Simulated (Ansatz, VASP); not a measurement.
# Pb: VASP beside Ansatz

Contents of INCAR:

```
PREC = Accurate ; ENCUT = 520
EDIFF = 1E-7 ; ISMEAR = -1
SIGMA = 0.1 ; LREAL = F
LASPH = T ; NELM = 80
ALGO = Normal ; ISIF = 2
LWAVE = F ; LCHARG = F
GGA = PE ; NBANDS = 13
```

Contents of KPOINTS:

```
Automatic mesh
0
Gamma
  18 18 18
```

The input POSCAR:

```
Pb
1.0
    0.0000000000      2.4835680912      2.4835680912
    2.4835680912      0.0000000000      2.4835680912
    2.4835680912      2.4835680912      0.0000000000
Pb
1
Direct
    0.0000000000      0.0000000000      0.0000000000
```

Input for Ansatz:

```yaml
crystal:
  lattice:
    - [0.0, 2.4835680912, 2.4835680912]
    - [2.4835680912, 0.0, 2.4835680912]
    - [2.4835680912, 2.4835680912, 0.0]
  atoms:
    - { symbol: Pb, position: [0.0, 0.0, 0.0] }
hamiltonian:
  xc: pbe
  pseudopotentials:
    kind: paw
    azcp:
      Pb: "pseudopotentials/Pb.paw.azcp"
basis:
  ecutwfc: 420
  fft_grid_basis: typed
kpoints:
  mp_grid: { grid: [18, 18, 18], shift: [0, 0, 0] }
magnetization:
  spin_polarized: false
scf:
  occupations: { method: fermi_dirac, width: 0.1 }
output:
  stress: true
```

Alike in both runs: task single point; functional PBE; k mesh 18 × 18 × 18; occupations fermi-dirac, width 0.1 eV; no spin polarisation.

```csv
,VASP,Ansatz
version,VASP 6.6.1,Ansatz 0.2.0
potentials or method,"VASP PAW PBE potentials, release 64 (Pb_d), cutoff 520 eV","plane waves (420 eV) with PAW, scalar-relativistic"
valence electrons in the cell,14,14
```

```tsv
	VASP	Ansatz	Ansatz less VASP
pressure (GPa)	1.9	1.9	+0.06
```

With one functional, cell and mesh, what is left measures potentials, basis and numerics.

Spin-orbit coupling is off throughout.
